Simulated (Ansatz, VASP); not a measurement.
## One calculation of AgCl, two programs

```
Ag Cl
1.0
     3.36387    0.00000    0.00000
     0.00000    3.36387    0.00000
     0.00000    0.00000    3.36387
Ag Cl
1 1
Direct
  0.00000 0.00000 0.00000
  0.50000 0.50000 0.50000
```

Change from the starting cell: volume scaled by 0.94.

Alike in both runs: task single point; functional PBE; k mesh 9 × 9 × 9; occupations fermi-dirac, width 0.01 eV; no spin polarisation.

|  | VASP | Ansatz |
| --- | --- | --- |
| version | VASP 6.6.1 | Ansatz 0.2.0 |
| potentials or method | VASP PAW PBE potentials, release 64 (Ag, Cl), cutoff 520 eV | all-electron LAPW, scalar-relativistic |

VASP gave:

| Property | Result |
| --- | --- |
| gap on the k mesh at the Fermi level (eV) | 0.63 |
| pressure (GPa) | 3.1 |

Task: Estimate Ansatz's values.

Result: gap on the k mesh at the Fermi level (eV): 0.64; pressure (GPa): 3.3.

Ansatz ran all-electron here, and VASP with PAW potentials.
